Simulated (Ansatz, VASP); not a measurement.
**Ni in VASP and in Ansatz**

```
Ni
1.0
     0.00000    2.67196    2.67196
     2.67196    0.00000    2.67196
     2.67196    2.67196    0.00000
Ni
2
Direct
  0.12500 0.12500 0.12500
  0.87500 0.87500 0.87500
```

Alike in both runs: task single point; functional revPBE; k mesh 12 × 12 × 12; occupations fermi-dirac, width 0.05 eV; collinear spin.

```csv
,VASP,Ansatz
version,VASP 6.6.1,Ansatz 0.2.0
potentials or method,"VASP PAW PBE potentials, release 64 (Ni), cutoff 520 eV","plane waves (420 eV) with PAW, scalar-relativistic"
valence electrons in the cell,20,36
```

```csv
,VASP,Ansatz,Ansatz less VASP
pressure (GPa),-6.9,-7.0,-0.18
net moment per atom (μB),0.80,0.82,+0.015
size of the moment on the site where the two differ most (μB),0.82,0.87,+0.046
```

VASP's potentials were made for PBE, not for revPBE. Site moments also hang on the region over which each program counts them. VASP's potentials hold 20 valence electrons a cell and Ansatz's 36, so a difference there can come from the potentials and not from the codes.
